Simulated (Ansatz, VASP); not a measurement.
## MgO in VASP and in Ansatz

INCAR

```
SYSTEM = MgO
PREC     = Accurate       ! precision mode
ENCUT    = 520            ! plane-wave cutoff, eV
EDIFF    = 1E-7           ! SCF threshold, eV
ISMEAR   = 0              ! smearing method
SIGMA    = 0.05           ! smearing width, eV
LREAL    = .FALSE.        ! projectors in reciprocal space
LASPH    = .TRUE.         ! aspherical terms in the spheres
NELM     = 80             ! most SCF steps
ALGO     = Normal         ! electronic algorithm
ISIF     = 2              ! what is computed and relaxed
LWAVE    = .FALSE.        ! write WAVECAR
LCHARG   = .FALSE.        ! write CHGCAR
GGA      = PE             ! functional
NBANDS   = 16             ! bands
```

File KPOINTS:

```
regular mesh
0
G
  9 9 6
  0 0 0
```

File POSCAR:

```
MgO
1.0
    3.6270000000      0.0000000000      0.0000000000
   -1.8135000000      3.1410741395      0.0000000000
    0.0000000000      0.0000000000      4.4514000000
Mg O
2 2
Direct
    0.6666666667      0.3333333333      0.7500000000
    0.3333333333      0.6666666667      0.2500000000
    0.6666666667      0.3333333333      0.2500000000
    0.3333333333      0.6666666667      0.7500000000
```

Input for Ansatz:

```yaml
crystal:
  lattice:
    - [3.627, 0.0, 0.0]
    - [-1.8135, 3.1410741395, 0.0]
    - [0.0, 0.0, 4.4514]
  atoms:
    - { symbol: Mg, position: [0.6666666667, 0.3333333333, 0.75] }
    - { symbol: Mg, position: [0.3333333333, 0.6666666667, 0.25] }
    - { symbol: O, position: [0.6666666667, 0.3333333333, 0.25] }
    - { symbol: O, position: [0.3333333333, 0.6666666667, 0.75] }
basis:
  ecutwfc: 520.0
kpoints:
  mp_grid: { grid: [9, 9, 6] }
hamiltonian:
  xc: pbe
  pseudopotentials: { kind: paw, azcp: { folder: soft_1 } }
scf:
  occupations: { method: gaussian, width: 0.05 }
output:
  forces: true
  stress: true
  eigenvalues: true
```

Alike in both runs: task single point; functional PBE; k mesh 9 × 9 × 6; occupations gaussian, width 0.05 eV; no spin polarisation.

|  | VASP | Ansatz |
| --- | --- | --- |
| version | VASP 6.6.1 | Ansatz 0.2.0 |
| potentials or method | VASP PAW PBE potentials, release 64 (Mg, O), cutoff 520 eV | scalar-relativistic, plane waves, PAW |
| valence electrons in the cell | 16 | 32 |

VASP gave:

```
gap on the k mesh at the Fermi level (eV)                     : 2.69
least direct gap on the mesh (eV)                             : 2.69
pressure (GPa)                                                : -11.3
traceless stress, the component that is largest in VASP (GPa) : -1.28
```

Problem. Estimate Ansatz's values.

Solution. gap on the k mesh at the Fermi level (eV): 2.71; least direct gap on the mesh (eV): 2.71; pressure (GPa): -10.7; traceless stress, the component that is largest in VASP (GPa): -1.21.

With one functional, cell and mesh, what is left measures potentials, basis and numerics. VASP's potentials hold 16 valence electrons a cell and Ansatz's 32, so a difference there can come from the potentials and not from the codes.
